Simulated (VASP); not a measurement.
# CsGaCl2 (P-3m1) in VASP: notebook, part 2 of 2

VASP 6.6.1. Earlier steps stand in the parts before.

## Step 4: Single point, PBE

This run uses another cell than the first one, of 35.74 Å³/atom.

Contents of INCAR:

```
PREC = Accurate
ENCUT = 520
EDIFF = 1E-6
ISMEAR = 0
SIGMA = 0.1
LREAL = False
LASPH = True
NELM = 80
ALGO = Normal
ISIF = 2
LWAVE = False
LCHARG = False
GGA = PE
NBANDS = 26
```

Contents of KPOINTS:

```
Automatic mesh
0
Gamma
  6 6 4
```

Contents of POSCAR:

```
CsGaCl2
1.0
    4.5843792600     -0.0000000036      0.0000000000
   -2.2921896269      3.9701889016      0.0000000000
    0.0000000000      0.0000000000      7.8542059857
Cs Ga Cl
1 1 2
Direct
    0.0000000000      0.0000000000      0.5000000000
    0.0000000000      0.0000000000      0.0000000000
    0.3333333333      0.6666666667      0.7847582185
    0.6666666667      0.3333333333      0.2152417815
```

Potentials or basis: VASP PAW PBE potentials, release 64 (Cs_sv, Ga_d, Cl).

The run is started by

```
> cat potpaw_PBE.64/Cs_sv/POTCAR potpaw_PBE.64/Ga_d/POTCAR potpaw_PBE.64/Cl/POTCAR > POTCAR
> mpirun -np 1 vasp_std > vasp.out
```

OUTCAR:

```text
PREC = Accurate
   ENCUT = 520
   EDIFF = 1E-6
   ISMEAR = 0
   LREAL = False
   LASPH = True
   NELM = 80
   ISIF = 2
   GGA = PE

 ion  position               nearest neighbor table
   1  0.000  0.000  0.500-
   2  0.000  0.000  0.000-
   3  0.333  0.667  0.785-
   4  0.667  0.333  0.215-

  LATTYP: Found a hexagonal cell.
 ALAT       =     4.5843792600
 C/A-ratio  =     1.7132539740

  Lattice vectors:

 A1 = (   4.5843792600,  -0.0000000036,   0.0000000000)
 A2 = (  -2.2921896269,   3.9701889016,   0.0000000000)
 A3 = (   0.0000000000,   0.0000000000,   7.8542059857)

Analysis of symmetry for initial positions (statically):
=====================================================================
 Subroutine PRICEL returns:
 Original cell was already a primitive cell.

 Routine SETGRP: Setting up the symmetry group for a
 hexagonal supercell.

 Subroutine GETGRP returns: Found 12 space group operations
 (whereof 12 operations were pure point group operations)
 out of a pool of 24 trial point group operations.

The static configuration has the point symmetry D_3d.

Analysis of symmetry for dynamics (positions and initial velocities):
=====================================================================
 Subroutine PRICEL returns:
 Original cell was already a primitive cell.

 Routine SETGRP: Setting up the symmetry group for a
 hexagonal supercell.

 Subroutine GETGRP returns: Found 12 space group operations
 (whereof 12 operations were pure point group operations)
 out of a pool of 24 trial point group operations.

The dynamic configuration has the point symmetry D_3d.

 Subroutine INISYM returns: Found 12 space group operations
 (whereof 12 operations are pure point group operations),
 and found     1 'primitive' translations

[... 114 lines left out ...]
   IALGO  =     38    algorithm
   IMIX   =      4    mixing-type and parameters
     AMIX     =   0.40;   BMIX     =  1.00
     AMIX_MAG =   1.60;   BMIX_MAG =  1.00
  volume/ion in A,a.u.               =      35.74       241.17
  Fermi-wavevector in a.u.,A,eV,Ry     =   1.033819  1.953634 14.541646  1.068781
  Thomas-Fermi vector in A             =   2.168084
   LORBIT       =      0    0 simple, 1 ext, 2 COOP (PROOUT), +10 PAW based schemes
   GGA     = PE    functional components
   LHFCALC =     F    Hartree Fock is set to
   AEXX    =    0.0000 exact exchange contribution
   IVDW    =     0    specifies the selected vdW correction
   LEPSILON=     F    determine dielectric tensor
   LRPA    =     F    only Hartree local field effects (RPA)
 non-spin polarized calculation
 Gauss-broadening in eV      SIGMA  =   0.10
  energy-cutoff  :      520.00
  volume of cell :      142.95
 maximum number of plane-waves:      3894
 NGX is ok and might be reduce to    36
   NGX = 17   NGY = 17   NGZ = 29

 number of electron      35.9999983 magnetization

 Free energy of the ion-electron system (eV)
  ---------------------------------------------------
  ext. energy  EPLUGINS =         0.00000000
  ---------------------------------------------------
  free energy    TOTEN  =       -12.53319670 eV

  energy without entropy =      -12.53319670  energy(sigma->0) =      -12.53319670

 E-fermi :   0.3949     XC(G=0):  -7.6821

 val. band max:       -0.1185092287   @ k =   0.3333   0.3333   0.5000
 cond. band min:       2.8526604925   @ k =   0.0000   0.0000   0.5000
 fundamental gap:      2.9711697213
 Fermi energy:         0.3948863056

 k-point     1 :       0.0000    0.0000    0.0000
  band No.  band energies     occupation
      1     -20.3424      2.00000
      2     -13.3703      2.00000
      3     -13.3378      2.00000
      4     -13.3359      2.00000
      5     -13.3359      2.00000
      6     -13.3250      2.00000
[... 685 lines left out ...]
     25       7.8200      0.00000
     26       8.7534      0.00000

------------------------ aborting loop because EDIFF is reached ----------------------------------------

  FORCE on cell =-STRESS in cart. coord.  units (eV):
  Direction    XX          YY          ZZ          XY          YZ          ZX
  --------------------------------------------------------------------------------------
  -------------------------------------------------------------------------------------
  Total       -0.1073488     -0.1073488      0.1887812      0.0000000      0.0000000     -0.0000000
  in kB       -1.2031332     -1.2031332      2.1158040      0.0000000      0.0000000     -0.0000000
  external PRESSURE =      -0.0968208 kB  Pullay stress =       0.0000000 kB

 VOLUME and BASIS-vectors are now :
 -----------------------------------------------------------------------------
  energy-cutoff  :      520.00
  volume of cell :      142.95
      direct lattice vectors                 reciprocal lattice vectors
     4.584379260 -0.000000004  0.000000000     0.218132040  0.125938592  0.000000000
    -2.292189627  3.970188902  0.000000000     0.000000000  0.251877184  0.000000000
     0.000000000  0.000000000  7.854205986     0.000000000  0.000000000  0.127320318

 POSITION                                       TOTAL-FORCE (eV/Angst)
 -----------------------------------------------------------------------------------
      0.00000      0.00000      3.92710        -0.000000      0.000000      0.000000
      0.00000      0.00000      0.00000        -0.000000      0.000000      0.000000
      0.00000      2.64679      6.16365         0.000000      0.000000      0.026117
      2.29219      1.32340      1.69055        -0.000000     -0.000000     -0.026117
 -----------------------------------------------------------------------------------
    total drift:                                0.000000     -0.000000     -0.000000

  FREE ENERGIE OF THE ION-ELECTRON SYSTEM (eV)
  ---------------------------------------------------
  free  energy   TOTEN  =       -12.5331966977 eV

  energy  without entropy=      -12.5331966977  energy(sigma->0) =      -12.53319670
```

It took 2.5 min on 1 thread of Intel Xeon 8259CL, shared host; peak memory 0.31 GiB.

Results:

- Free energy: -12.5332 eV
- Pressure: 0.0 GPa
- Largest force: 0.026 eV/Å
- Band gap on the k mesh: 2.97 eV (least direct gap 3.25 eV)

Forces in eV/Å, atoms in the order of the input:
```
Cs   0.000  0.000  0.000
Ga   0.000  0.000  0.000
Cl   0.000  0.000  0.026
Cl   0.000  0.000 -0.026
```

Caveat: spin-orbit coupling is left out, which moves the levels of the heavy elements.

## Step 5: Relaxation of cell and atoms, PBE

Contents of INCAR:

```
SYSTEM = CsGaCl2
ALGO = Normal ; EDIFF = 1E-7
EDIFFG = -0.04 ; ENCUT = 600
GGA = PE ; IBRION = 2
ISIF = 3 ; ISMEAR = 0
LASPH = .True. ; LCHARG = .False.
LREAL = .False. ; LWAVE = .False.
NELM = 100 ; NSW = 90
PREC = Accurate ; SIGMA = 0.1
```

Contents of KPOINTS:

```
k-points
0
Gamma
  6 6 4
  0 0 0
```

Contents of POSCAR:

```
CsGaCl2
1.0
    3.6394758900      0.0000000000      0.0000000000
   -1.8197379400      3.1518785800      0.0000000000
    0.0000000000      0.0000000000      5.8369718800
Cs Ga Cl
1 1 2
Direct
    0.0000000000      0.0000000000      0.5000000000
    0.0000000000      0.0000000000      0.0000000000
    0.3333333300      0.6666666700      0.9172986900
    0.6666666700      0.3333333300      0.0827013100
```

The run is started by

```
> cat potpaw_PBE.64/Cs_sv/POTCAR potpaw_PBE.64/Ga_d/POTCAR potpaw_PBE.64/Cl/POTCAR > POTCAR
> mpirun -np 1 vasp_std > vasp.out
```

It took 16 min on 1 thread of Intel Xeon 8259CL, shared host; peak memory 0.23 GiB.

It converged, with:

```
Free energy                           : -12.4957 eV
Relaxed volume                        : 35.53 Å³/atom
Relaxed cell                          : a = 4.536 Å, b = 4.536 Å, c = 7.976 Å, α = 90.00°, β = 90.00°, γ = 120.00°
Space group after relaxing (to 0.1 Å) : P-3m1 (No. 164)
Energy gained by relaxing             : 3335.4 meV/atom
Ionic steps                           : 15
Pressure after relaxing               : 0.0 GPa
Largest force after relaxing          : 0.037 eV/Å
Band gap on the k mesh                : 3.04 eV (least direct gap 3.29 eV)
```

Forces in eV/Å, atoms in the order of the input:
```
Cs   0.000  0.000  0.000
Ga   0.000  0.000  0.000
Cl   0.000  0.000  0.037
Cl   0.000  0.000 -0.037
```

Step by step:
```
step  energy change (eV)  largest force (eV/Å)  pressure (GPa)  volume (Å³)
   1              0.0000                8.4928           77.70        66.96
   2            -12.3948                0.4862           -2.21       178.13
   3            -12.4924                1.1280            1.84       134.05
   4            -12.6220                0.7600           -0.61       152.20
   5            -12.6223                0.8151           -0.27       148.76
   6            -12.6179                0.8507           -0.04       146.71
   7            -12.7249                0.8386           -0.04       146.15
   8            -12.9839                0.7686            0.04       144.02
   9            -13.2469                0.4923            0.47       137.87
  10            -13.2559                0.3899            0.61       135.90
  11            -13.3261                0.0794           -0.23       143.08
  12            -13.3280                0.0244           -0.35       144.59
  13            -13.3390                0.0567            0.23       140.20
  14            -13.3394                0.0433            0.13       140.88
  15            -13.3414                0.0366            0.01       142.11
```

Final structure:
```yaml
crystal:
  lattice:
    - [4.53579, 0.00000, 0.00000]
    - [-2.26790, 3.92811, 0.00000]
    - [0.00000, 0.00000, 7.97626]
  atoms:
    - { symbol: Cs, position: [0.00000, 0.00000, 0.50000] }
    - { symbol: Ga, position: [0.00000, 0.00000, 0.00000] }
    - { symbol: Cl, position: [0.33333, 0.66667, 0.78336] }
    - { symbol: Cl, position: [0.66667, 0.33333, 0.21664] }
```

Levels at points of the mesh, in eV from the valence-band top:
```tsv
k point	band 15	band 16	band 17	band 18	band 19	band 20	band 21	band 22
(0.00, 0.00, 0.00)	-1.25	-1.25	-1.24	-0.69	3.72	4.50	5.20	5.20
(0.50, 0.00, 0.00)	-1.55	-1.48	-1.41	-0.37	4.14	4.82	4.96	5.35
(0.00, 0.00, 0.50)	-1.37	-1.25	-1.25	-0.25	3.04	4.64	5.02	5.02
(0.50, 0.00, 0.50)	-1.72	-1.23	-1.22	-0.19	3.73	4.21	5.29	5.50
```

Caveat: the volume moved by over 15 % at a fixed basis, so the end points are rough; spin-orbit coupling is left out, which moves the levels of the heavy elements.

## Step 6: Overview

| task | cell | k mesh | cutoff (eV) | gap on the mesh (eV) | pressure (GPa) | largest force (eV/Å) |
| --- | --- | --- | --- | --- | --- | --- |
| single point | a = 3.639, b = 3.639, c = 5.837 Å, angles 90.0, 90.0, 120.0°, 4 atoms, atomic positions A | 6 × 6 × 4 | 520 | none | 77.6 | 8.49 |
| single point | a = 4.553, b = 4.553, c = 15.872 Å, angles 90.0, 90.0, 120.0°, 8 atoms, atomic positions B | 3 × 3 × 1 | 520 | 3.00 | 0.0 | - |
| single point | a = 4.584, b = 4.584, c = 7.854 Å, angles 90.0, 90.0, 120.0°, 4 atoms, atomic positions C | 6 × 6 × 4 | 520 | 2.97 | 0.0 | 0.03 |
| relaxation of cell and atoms | relaxed from a = 3.639, b = 3.639, c = 5.837 Å, angles 90.0, 90.0, 120.0°, 4 atoms, atomic positions A | 6 × 6 × 4 | 600 | 3.04 | 0.0 | 0.04 |

Alike in all rows: level PBE; potentials or basis VASP PAW PBE potentials, release 64 (Cs_sv, Ga_d, Cl); no spin polarisation; smearing gaussian 0.1 eV.

Caveats: some runs use coarse meshes; spin-orbit coupling is left out, which moves the levels of the heavy elements; the cell stands under pressure (at least some runs); forces of over 1 eV/Å act on the atoms, so gaps and moduli don't describe the material at rest (at least some runs); an odd mesh through Γ misses points on the zone boundary, where band edges can lie (at least some runs); the volume moved by over 15 % at a fixed basis, so the end points are rough (at least some runs).

Absolute energies hang on the potentials; compare differences alone.
